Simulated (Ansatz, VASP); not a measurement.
**One calculation of Rh, two programs**

```
Rh
1.0
     2.70230    0.00000    0.00000
    -1.35115    2.34026    0.00000
     0.00000    0.00000    8.02930
Rh
4
Direct
  0.00000 0.00000 0.00000
  0.33333 0.66667 0.25000
  0.00000 0.00000 0.50000
  0.66667 0.33333 0.75000
```

Alike in both runs: task single point; functional PBEsol; k mesh 18 × 18 × 6; occupations gaussian, width 0.15 eV; no spin polarisation.

|  | VASP | Ansatz |
| --- | --- | --- |
| version | VASP 6.6.1 | Ansatz 0.2.0 |
| potentials or method | VASP PAW PBE potentials, release 64 (Rh_pv), cutoff 520 eV | scalar-relativistic, plane waves, PAW |
| valence electrons in the cell | 60 | 68 |

```csv
,VASP,Ansatz,Ansatz less VASP
gap on the k mesh at the Fermi level (eV),none,none,-
pressure (GPa),25.8,25.9,+0.13
"traceless stress, the component that is largest in VASP (GPa)",27.11,27.14,+0.026
```

VASP's potentials were made for PBE, not for PBEsol, and Ansatz warns of the same on its side. A gap of «none» marks a metal or a gap that the smearing closes. VASP's potentials hold 60 valence electrons a cell and Ansatz's 68, so a difference there can come from the potentials and not from the codes.
